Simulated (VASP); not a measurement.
A run of VASP 6.6.1 is set up as follows.

The input INCAR:

```
SYSTEM = Mg12H
PREC     = Accurate       ! precision mode
ENCUT    = 520            ! plane-wave cutoff, eV
EDIFF    = 1E-6           ! SCF threshold, eV
ISMEAR   = 0              ! smearing method
SIGMA    = 0.15           ! smearing width, eV
LREAL    = .False.        ! projectors in reciprocal space
LASPH    = .True.         ! aspherical terms in the spheres
NELM     = 80             ! most SCF steps
ALGO     = Normal         ! electronic algorithm
ISIF     = 2              ! what is computed and relaxed
LWAVE    = .False.        ! write WAVECAR
LCHARG   = .False.        ! write CHGCAR
GGA      = PE             ! functional
IBRION   = 2              ! ionic algorithm
NSW      = 80             ! ionic steps
EDIFFG   = -0.03          ! ionic threshold
KPAR     = 4
```

File KPOINTS:

```
Automatic mesh
0
Gamma
  4 3 4
  0 0 0
```

POSCAR

```
Mg12H
1.0
    6.4200000000      0.0000000000      0.0000000000
   -4.8150000000      8.3398250000      0.0000000000
    0.0000000000      0.0000000000      5.2130400000
Mg H
12 1
Direct
    0.0000000000      0.0000000000      0.0000000000
    0.1666667000      0.2222222000      0.5000000000
    0.0000000000      0.3333333000      0.0000000000
    0.1666667000      0.5555556000      0.5000000000
    0.0000000000      0.6666667000      0.0000000000
    0.1666667000      0.8888889000      0.5000000000
    0.5000000000      0.0000000000      0.0000000000
    0.6666667000      0.2222222000      0.5000000000
    0.5000000000      0.3333333000      0.0000000000
    0.6666667000      0.5555556000      0.5000000000
    0.5000000000      0.6666667000      0.0000000000
    0.6666667000      0.8888889000      0.5000000000
   -0.0058037000      0.6604053000      0.6315314000
```

Potentials or basis: VASP PAW PBE potentials, release 64 (Mg, H).

The run is started by

```console
$ cat potpaw_PBE.64/Mg/POTCAR potpaw_PBE.64/H/POTCAR > POTCAR
$ mpirun -np 4 vasp_std > vasp.out
```

Task: Predict the energy gained by relaxing.

Result: 3.4 meV/atom.

Task: What does it give for the band gap on the k mesh?

Result: Zero (an odd number of electrons rules out a gap without spin polarisation).

Forces in eV/Å, atoms in the order of the input:
```
Mg   0.000 -0.020  0.013
Mg   0.000  0.015  0.008
Mg  -0.003  0.011  0.014
Mg   0.006  0.012 -0.022
Mg  -0.001  0.005 -0.012
Mg   0.010 -0.004 -0.023
Mg  -0.003 -0.016  0.010
Mg  -0.005  0.003  0.012
Mg   0.002  0.015  0.008
Mg   0.002  0.006 -0.015
Mg   0.002 -0.010  0.020
Mg  -0.009 -0.019  0.013
H   -0.001  0.001 -0.025
```
